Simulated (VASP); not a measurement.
Input of a VASP 6.6.1 run:

The input INCAR:

```
SYSTEM = C
ALGO = Normal
EDIFF = 1E-6
EDIFFG = -0.002
ENCUT = 600
GGA = PS
IBRION = 2
ISIF = 3
ISMEAR = 0
LASPH = .TRUE.
LCHARG = .FALSE.
LREAL = .FALSE.
LWAVE = .FALSE.
NELM = 60
NSW = 100
PREC = Accurate
PSTRESS = 20.0
SIGMA = 0.01
```

Contents of KPOINTS:

```
k-points
0
G
  10 10 10
  0 0 0
```

POSCAR

```
C
1.0
    0.0000000000      1.7769046376      1.7769046376
    1.7769046376      0.0000000000      1.7769046376
    1.7769046376      1.7769046376      0.0000000000
C
2
Direct
    0.5000000000      0.5000000000      0.5000000000
    0.7500000000      0.7500000000      0.7500000000
```

Potentials or basis: VASP PAW PBE potentials, release 64 (C).

Launch:

```console
$ cat potpaw_PBE.64/C/POTCAR > POTCAR
$ mpirun -np 1 vasp_std > vasp.out
```

(1) Predict the space group after relaxing (to 0.05 Å).

(2) Estimate the relaxed cell.

(3) Estimate the relaxed volume.

Answers

(1) Fd-3m (No. 227).

(2) a = 2.510 Å, b = 2.510 Å, c = 2.510 Å, α = 60.00°, β = 60.00°, γ = 60.00°.

(3) 5.59 Å³/atom.

Caveat: the cell is relaxed towards a set pressure, so the enthalpy falls and the energy may rise; the PAW data sets were made with another functional, which shifts forces and pressure a little.
